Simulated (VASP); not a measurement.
# NaI (zincblende type) in VASP: a series of runs, part 2 of 2

VASP 6.6.1. Earlier steps stand in the parts before.

## (4) Single point, PBE (atom 1 (Na) moved by [0.03, 0.0, 0.0] A)

The input, INCAR:

```
SYSTEM = NaI
ALGO = Normal ; EDIFF = 1E-6
ENCUT = 520 ; GGA = PE
ISIF = 2 ; ISMEAR = -1
LASPH = .TRUE. ; LCHARG = .FALSE.
LREAL = .FALSE. ; LWAVE = .FALSE.
NBANDS = 14 ; NELM = 100
PREC = Accurate ; SIGMA = 0.05
```

The input, KPOINTS:

```
k-points
0
G
  10 10 10
  0 0 0
```

The input, POSCAR:

```
NaI
1.0
    0.0000000000      3.5813786433      3.5813786433
    3.5813786433      0.0000000000      3.5813786433
    3.5813786433      3.5813786433      0.0000000000
Na I
1 1
Direct
   -0.0041883312      0.0041883312      0.0041883312
    0.2500000000      0.2500000000      0.2500000000
```

Potentials or basis: VASP PAW PBE potentials, release 64 (Na_pv, I).

Started as:

```
$ cat potpaw_PBE.64/Na_pv/POTCAR potpaw_PBE.64/I/POTCAR > POTCAR
$ mpirun -np 1 vasp_std > vasp.out
```

OUTCAR:

```text
SYSTEM = NaI
   EDIFF = 1E-6
   ENCUT = 520
   GGA = PE
   ISIF = 2
   ISMEAR = -1
   LASPH = .TRUE.
   LREAL = .FALSE.
   NELM = 100
   PREC = Accurate

 ion  position               nearest neighbor table
   1  0.996  0.004  0.004-   2 3.08   2 3.08   2 3.12   2 3.12
   2  0.250  0.250  0.250-   1 3.08   1 3.08   1 3.12   1 3.12

  LATTYP: Found a face centered cubic cell.
 ALAT       =     7.1627572866

  Lattice vectors:

 A1 = (   0.0000000000,   3.5813786433,   3.5813786433)
 A2 = (   3.5813786433,   0.0000000000,   3.5813786433)
 A3 = (   3.5813786433,   3.5813786433,   0.0000000000)

Analysis of symmetry for initial positions (statically):
=====================================================================
 Subroutine PRICEL returns:
 Original cell was already a primitive cell.

 Routine SETGRP: Setting up the symmetry group for a
 face centered cubic supercell.

 Subroutine GETGRP returns: Found  4 space group operations
 (whereof  4 operations were pure point group operations)
 out of a pool of 48 trial point group operations.

The static configuration has the point symmetry C_2v.

Analysis of symmetry for dynamics (positions and initial velocities):
=====================================================================
 Subroutine PRICEL returns:
 Original cell was already a primitive cell.

 Routine SETGRP: Setting up the symmetry group for a
 face centered cubic supercell.

 Subroutine GETGRP returns: Found  4 space group operations
 (whereof  4 operations were pure point group operations)
 out of a pool of 48 trial point group operations.

The dynamic configuration has the point symmetry C_2v.

 Subroutine INISYM returns: Found  4 space group operations
 (whereof  4 operations are pure point group operations),
 and found     1 'primitive' translations

----------------------------------------------------------------------------------------

                                     Primitive cell

  volume of cell :      91.8715

  direct lattice vectors                    reciprocal lattice vectors
     0.000000000  3.581378643  3.581378643    -0.139611041  0.139611041  0.139611041
     3.581378643  0.000000000  3.581378643     0.139611041 -0.139611041  0.139611041
     3.581378643  3.581378643  0.000000000     0.139611041  0.139611041 -0.139611041

  length of vectors
     5.064834249  5.064834249  5.064834249     0.241813416  0.241813416  0.241813416

  position of ions in fractional coordinates (direct lattice)
     0.995811669  0.004188331  0.004188331
     0.250000000  0.250000000  0.250000000

  ion indices of the primitive-cell ions
   primitive index   ion index
                 1           1
                 2           2

----------------------------------------------------------------------------------------

 KPOINTS: k-points

Automatic generation of k-mesh.
 Grid dimensions read from file:
 generate k-points for:   10   10   10

 Generating k-lattice:

  Cartesian coordinates                     Fractional coordinates (reciprocal lattice)
    -0.013961104  0.013961104  0.013961104     0.100000000  0.000000000  0.000000000
     0.013961104 -0.013961104  0.013961104     0.000000000  0.100000000  0.000000000
     0.013961104  0.013961104 -0.013961104     0.000000000  0.000000000  0.100000000

  Length of vectors
     0.024181342  0.024181342  0.024181342

  Shift w.r.t. Gamma in fractional coordinates (k-lattice)
     0.000000000  0.000000000  0.000000000

 Subroutine IBZKPT returns following result:
 ===========================================

 Found    171 irreducible k-points:

 Following reciprocal coordinates:
            Coordinates               Weight
  0.000000  0.000000  0.000000      1.000000
  0.100000  0.000000  0.000000      4.000000
  0.000000  0.100000  0.000000      4.000000
  0.200000  0.000000  0.000000      4.000000
  0.000000  0.200000  0.000000      4.000000
  0.300000  0.000000  0.000000      4.000000
[... 16 lines left out ...]
  0.000000  0.400000  0.100000      4.000000
  0.100000  0.000000  0.400000      8.000000
 [... further k-points ...]
   k-points           NKPTS =    171   k-points in BZ     NKDIM =    171   number of bands    NBANDS=     14
   number of dos      NEDOS =    301   number of ions     NIONS =      2
   total plane-waves  NPLWV =  64000
   dimension x,y,z NGX =    40 NGY =   40 NGZ =   40
   dimension x,y,z NGXF=    80 NGYF=   80 NGZF=   80
   ions per type =               1   1
   NGX,Y,Z   is equivalent  to a cutoff of  13.13, 13.13, 13.13 a.u.
   NGXF,Y,Z  is equivalent  to a cutoff of  26.26, 26.26, 26.26 a.u.
 SYSTEM =  NaI
   PREC   = accura    normal or accurate (medium, high low for compatibility)
   ISTART =      0    job   : 0-new  1-cont  2-samecut
   ICHARG =      2    charge: 1-file 2-atom 10-const
   ISPIN  =      1    spin polarized calculation?
   LNONCOLLINEAR =      F non collinear calculations
   LSORBIT =      F    spin-orbit coupling
   LASPH  =      T    aspherical Exc in radial PAW
   ENCUT  =  520.0 eV  38.22 Ry    6.18 a.u.   9.42  9.42  9.42*2*pi/ulx,y,z
   NELM   =    100;   NELMIN=  2; NELMDL= -5     # of ELM steps
   EDIFF  = 0.1E-05   stopping-criterion for ELM
   LREAL  =      F    real-space projection
   EDIFFG = 0.1E-04   stopping-criterion for IOM
   NSW    =      0    number of steps for IOM
   IBRION =     -1    ionic relax: 0-MD 1-quasi-New 2-CG
   NFREE  =      0    steps in history (QN), initial steepest desc. (CG)
   ISIF   =      2    stress and relaxation
   ISYM   =      2    0-nonsym 1-usesym 2-fastsym
   POTIM  = 0.5000    time-step for ionic-motion
   TEBEG  =    0.0;   TEEND  =   0.0 temperature during run
   PSTRESS=    0.0 pullay stress
   NELECT =      14.0000    total number of electrons
   NUPDOWN=      -1.0000    fix difference up-down
   EMIN   =  10.00;   EMAX   =-10.00  energy-range for DOS
   EFERMI =   0.00;   METHOD = LEGACY
   ISMEAR =    -1;   SIGMA  =   0.05  broadening in eV -4-tet -1-fermi 0-gaus
   EFERMI_NEDOS =   21; number of points for ismear=-14 and -15
   IALGO  =     38    algorithm
   IMIX   =      4    mixing-type and parameters
     AMIX     =   0.40;   BMIX     =  1.00
     AMIX_MAG =   1.60;   BMIX_MAG =  1.00
  volume/ion in A,a.u.               =      45.94       309.99
  Fermi-wavevector in a.u.,A,eV,Ry     =   0.874428  1.652429 10.403340  0.764624
  Thomas-Fermi vector in A             =   1.993957
   LORBIT       =      0    0 simple, 1 ext, 2 COOP (PROOUT), +10 PAW based schemes
   GGA     = PE    functional components
   LHFCALC =     F    Hartree Fock is set to
   AEXX    =    0.0000 exact exchange contribution
   IVDW    =     0    specifies the selected vdW correction
   LEPSILON=     F    determine dielectric tensor
   LRPA    =     F    only Hartree local field effects (RPA)
 non-spin polarized calculation
  energy-cutoff  :      520.00
  volume of cell :       91.87
 maximum number of plane-waves:      2501
 NGX is ok and might be reduce to    40
   NGX = 19   NGY = 19   NGZ = 19

 number of electron      14.0000002 magnetization

 Free energy of the ion-electron system (eV)
  ---------------------------------------------------
  ext. energy  EPLUGINS =         0.00000000
  ---------------------------------------------------
  free energy    TOTEN  =        -5.29327040 eV

  energy without entropy =       -5.29327040  energy(sigma->0) =       -5.29327040

 E-fermi :  -0.1613     XC(G=0):  -6.3475

 val. band max:       -1.2483380508   @ k =   0.0000   0.0000   0.0000
 cond. band min:       2.5092508356   @ k =   0.0000   0.0000   0.0000
 fundamental gap:      3.7575888865
 Fermi energy:        -0.1612551050

 k-point     1 :       0.0000    0.0000    0.0000
  band No.  band energies     occupation
      1     -23.4095      2.00000
      2     -23.4088      2.00000
      3     -23.4080      2.00000
      4     -11.6515      2.00000
      5      -1.2704      2.00000
      6      -1.2591      2.00000
      7      -1.2483      2.00000
      8       2.5093      0.00000
      9       6.5829      0.00000
     10       6.5856      0.00000
     11       6.5880      0.00000
     12       8.3480      0.00000
     13       8.3489      0.00000
     14       9.5736      0.00000
[... 375 lines left out ...]
 k-point    24 :       0.1000    0.0000    0.4000
  band No.  band energies     occupation
      1     -23.4111      2.00000
      2     -23.4092      2.00000
      3     -23.4084      2.00000
      4     -11.5496      2.00000
      5      -2.2380      2.00000
      6      -1.4329      2.00000
      7      -1.4089      2.00000
      8       4.1496      0.00000
      9       5.8901      0.00000
     10       6.3698      0.00000
     11       6.6560      0.00000
     12       8.4364      0.00000
     13       9.3226      0.00000
     14       9.3799      0.00000

 [... further k-points ...]
[... 5 lines left out ...]
  --------------------------------------------------------------------------------------
  -------------------------------------------------------------------------------------
  Total        0.0071701      0.0094895      0.0094895      0.0000000      0.0604573      0.0000000
  in kB        0.1250417      0.1654910      0.1654910      0.0000000      1.0543354      0.0000000
  external PRESSURE =       0.1520079 kB  Pullay stress =       0.0000000 kB

 VOLUME and BASIS-vectors are now :
 -----------------------------------------------------------------------------
  energy-cutoff  :      520.00
  volume of cell :       91.87
      direct lattice vectors                 reciprocal lattice vectors
     0.000000000  3.581378643  3.581378643    -0.139611041  0.139611041  0.139611041
     3.581378643  0.000000000  3.581378643     0.139611041 -0.139611041  0.139611041
     3.581378643  3.581378643  0.000000000     0.139611041  0.139611041 -0.139611041

 POSITION                                       TOTAL-FORCE (eV/Angst)
 -----------------------------------------------------------------------------------
      0.03000      3.58138      3.58138        -0.037691     -0.000000     -0.000000
      1.79069      1.79069      1.79069         0.037691      0.000000      0.000000
 -----------------------------------------------------------------------------------
    total drift:                                0.000324      0.000001      0.000001

  FREE ENERGIE OF THE ION-ELECTRON SYSTEM (eV)
  ---------------------------------------------------
  free  energy   TOTEN  =        -5.2932703954 eV

  energy  without entropy=       -5.2932703953  energy(sigma->0) =       -5.29327040
```

OSZICAR:

```text
N       E                     dE             d eps       ncg     rms          rms(c)
DAV:   1     0.784434643211E+02    0.78443E+02   -0.62999E+03  4788   0.852E+02
DAV:   2     0.205075629484E+01   -0.76393E+02   -0.71287E+02  5100   0.197E+02
DAV:   3    -0.519544450150E+01   -0.72462E+01   -0.72068E+01  6084   0.600E+01
DAV:   4    -0.539334463451E+01   -0.19790E+00   -0.19785E+00  6392   0.105E+01
DAV:   5    -0.539727107859E+01   -0.39264E-02   -0.39264E-02  6654   0.141E+00    0.164E+00
DAV:   6    -0.529197653577E+01    0.10529E+00   -0.13815E-01  5466   0.173E+00    0.112E+00
DAV:   7    -0.528310455531E+01    0.88720E-02   -0.10808E-01  5874   0.139E+00    0.703E-01
DAV:   8    -0.529301763952E+01   -0.99131E-02   -0.10766E-02  5286   0.676E-01    0.213E-01
DAV:   9    -0.529284641421E+01    0.17123E-03   -0.22584E-04  6054   0.132E-01    0.722E-02
DAV:  10    -0.529324805101E+01   -0.40164E-03   -0.48843E-04  5442   0.134E-01    0.209E-02
DAV:  11    -0.529326702390E+01   -0.18973E-04   -0.46468E-05  6342   0.545E-02    0.582E-03
DAV:  12    -0.529326978929E+01   -0.27654E-05   -0.43501E-06  5514   0.116E-02    0.331E-03
DAV:  13    -0.529327039538E+01   -0.60609E-06   -0.69026E-07  5988   0.468E-03
   1 F= -.52932704E+01 E0= -.52932704E+01  d E =-.746524E-10
```

stdout:

```text
POSCAR found type information on POSCAR NaI
 POSCAR found :  2 types and       2 ions
 scaLAPACK will be used
 LDA part: xc-table for (Slater+PW92), standard interpolation
 POSCAR, INCAR and KPOINTS ok, starting setup
 FFT: planning ... GRIDC
 FFT: planning ... GRID_SOFT
 FFT: planning ... GRID
 WAVECAR not read
 entering main loop
```

It took 92 s on 1 thread of Intel Xeon 6975P-C (Granite Rapids), shared host; peak memory 0.38 GiB.

Results:

- Free energy: -5.2933 eV
- Pressure: 0.0 GPa
- Largest force: 0.038 eV/Å
- Band gap on the k mesh: 3.76 eV, direct

Forces in eV/Å, atoms in the order of the input:
```
Na  -0.038  0.000  0.000
I    0.038  0.000  0.000
```

Levels at points of the mesh, in eV from the valence-band top:
| k point | band 3 | band 4 | band 5 | band 6 | band 7 | band 8 | band 9 | band 10 | band 11 | band 12 |
| --- | --- | --- | --- | --- | --- | --- | --- | --- | --- | --- |
| (0.00, 0.00, 0.00) | -22.16 | -10.40 | -0.02 | -0.01 | 0.00 | 3.76 | 7.83 | 7.83 | 7.84 | 9.60 |
| (0.50, 0.00, 0.00) | -22.16 | -10.29 | -1.18 | -0.14 | -0.13 | 5.35 | 7.59 | 7.61 | 7.63 | 10.40 |
| (0.00, 0.50, 0.00) | -22.16 | -10.29 | -1.16 | -0.15 | -0.13 | 5.34 | 7.59 | 7.61 | 7.62 | 10.40 |
| (0.50, 0.50, 0.00) | -22.16 | -10.25 | -1.08 | -0.39 | -0.39 | 5.19 | 6.15 | 8.82 | 10.27 | 10.27 |
| (0.00, 0.50, 0.50) | -22.16 | -10.25 | -1.08 | -0.40 | -0.38 | 5.19 | 6.15 | 8.82 | 10.27 | 10.27 |

Caveat: the cell differs from its parent crystal (atom 1 (Na) moved by [0.03, 0.0, 0.0] A); spin-orbit coupling is left out, which moves the levels of the heavy elements. A k mesh can miss the band edges.

## (5) The runs side by side

| cell | gap on the mesh (eV) | pressure (GPa) | largest force (eV/Å) |
| --- | --- | --- | --- |
| a = 5.103, b = 5.103, c = 5.141 Å, angles 59.8, 59.8, 60.5°, 2 atoms | 3.71 | -0.3 | - |
| a = 5.065, b = 5.065, c = 5.014 Å, angles 60.3, 60.3, 60.7°, 2 atoms | 3.75 | 0.0 | 0.04 |
| a = 5.065 Å, angles 60.0°, 2 atoms | 3.76 | 0.0 | 0.04 |

Alike in all rows: task single point; level PBE; potentials or basis VASP PAW PBE potentials, release 64 (Na_pv, I); no spin polarisation; k mesh 10 × 10 × 10; cutoff (eV) 520; smearing fermi-dirac 0.05 eV.

Caveats: spin-orbit coupling is left out, which moves the levels of the heavy elements.

Total energies depend on the potentials used, so only differences within one code and one set of settings carry meaning.
